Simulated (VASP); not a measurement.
A run of VASP 6.6.1:

Contents of INCAR:

```
PREC = Accurate
ENCUT = 600
EDIFF = 1E-6
ISMEAR = 0
SIGMA = 0.1
LREAL = False
LASPH = True
NELM = 120
ALGO = Normal
ISIF = 2
LWAVE = False
LCHARG = False
GGA = PE
NBANDS = 61
GGA_COMPAT = False
```

The input KPOINTS:

```
regular mesh
0
Gamma
  6 6 1
```

File POSCAR:

```
SiGe5C6
1.0
    3.2231485876      0.0000000000      0.0000000000
   -1.6115742938      2.7913285570      0.0000000000
    0.0000000000      0.0000000000     15.9131619668
Si Ge C
1 5 6
Direct
    0.6666666667      0.3333333333      0.5024158562
    0.3333333333      0.6666666667      0.0014888281
    0.3333333333      0.6666666667      0.3382472710
    0.3333333333      0.6666666667      0.6650654914
    0.6666666667      0.3333333333      0.1697972653
    0.6666666667      0.3333333333      0.8332396687
    0.3333333333      0.6666666667      0.1273702023
    0.3333333333      0.6666666667      0.4650448311
    0.3333333333      0.6666666667      0.7907834764
    0.6666666667      0.3333333333      0.2956281420
    0.6666666667      0.3333333333      0.6218715642
    0.6666666667      0.3333333333      0.9590473834
```

Potentials or basis: VASP PAW PBE potentials, release 64 (Si, Ge_d, C).

Command:

```console
$ cat potpaw_PBE.64/Si/POTCAR potpaw_PBE.64/Ge_d/POTCAR potpaw_PBE.64/C/POTCAR > POTCAR
$ mpirun -np 1 vasp_std > vasp.out
```

Hardware: 1 thread of Oxide Virtual Turin-like Processor, on a shared host.

Q: How long does it take, and how much memory?

A: It took 2.6 min on 1 thread of Oxide Virtual Turin-like Processor, with other jobs on the host, peak memory 0.29 GiB. Counts: scf iterations 15, k points 7.
